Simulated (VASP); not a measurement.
Write the native input for VASP 6.6.1 that does the following.

| Property | Result |
| --- | --- |
| Task | single point |
| Functional | PBEsol |
| Potentials or basis | VASP PAW PBE potentials, release 64 (Ta_pv, O) |
| Cutoff | 520 eV |
| k mesh | 8 × 8 × 4 |
| Occupations | fermi-dirac, width 0.05 eV |
| Spin | no spin polarisation |
| Hubbard terms | Ta d U = 8.0 eV |
| Dipole correction | no |
| Further INCAR settings | ALGO = Normal; EDIFF = 1e-06; NBANDS = 33 |

The structure of Ta4O lies in POSCAR:

```
Ta4O
1.0
    3.2574970000      0.0000000000      0.0000000000
    0.0000000000      3.2574970000      0.0000000000
    0.0000000000      0.0000000000      7.4093410000
Ta O
4 1
Direct
    0.0000000000      0.0000000000      0.0000000000
    0.5000000000      0.5000000000      0.2168420000
    0.5000000000      0.5000000000      0.7831580000
    0.0000000000      0.0000000000      0.5000000000
    0.5000000000      0.5000000000      0.5000000000
```

These files were run (other wordings do the same):

INCAR

```
SYSTEM = Ta4O
PREC = Accurate
ENCUT = 520
EDIFF = 1E-6
ISMEAR = -1
SIGMA = 0.05
LREAL = .False.
LASPH = .True.
NELM = 150
ALGO = Normal
ISIF = 2
LWAVE = .False.
LCHARG = .False.
LMAXMIX = 4
LDAU = .True.
LDAUTYPE = 2
LDAUL = 2 -1
LDAUU = 8 0
LDAUJ = 0 0
LDAUPRINT = 1
GGA = PS
NBANDS = 33
```

KPOINTS

```
Automatic mesh
0
Gamma
  8 8 4
  0 0 0
```

Potentials or basis: VASP PAW PBE potentials, release 64 (Ta_pv, O).

Run with:

```console
$ cat potpaw_PBE.64/Ta_pv/POTCAR potpaw_PBE.64/O/POTCAR > POTCAR
$ mpirun -np 1 vasp_std > vasp.out
```

It gave:

```json
{
 "Pressure": "17.7 GPa",
 "Largest force": "0.951 eV/Å",
 "Band gap on the k mesh": "zero (bands 25 and 26 overlap by 0.64 eV)"
}
```

Caveat: the cell stands under pressure; the PAW data sets were made with another functional, which shifts forces and pressure a little; spin-orbit coupling is left out, which moves the levels of the heavy elements; U without spin polarisation on a metal has little footing.

It took 2.5 min on 1 thread of Intel Xeon 8259CL, with other jobs on the host, peak memory 0.24 GiB.
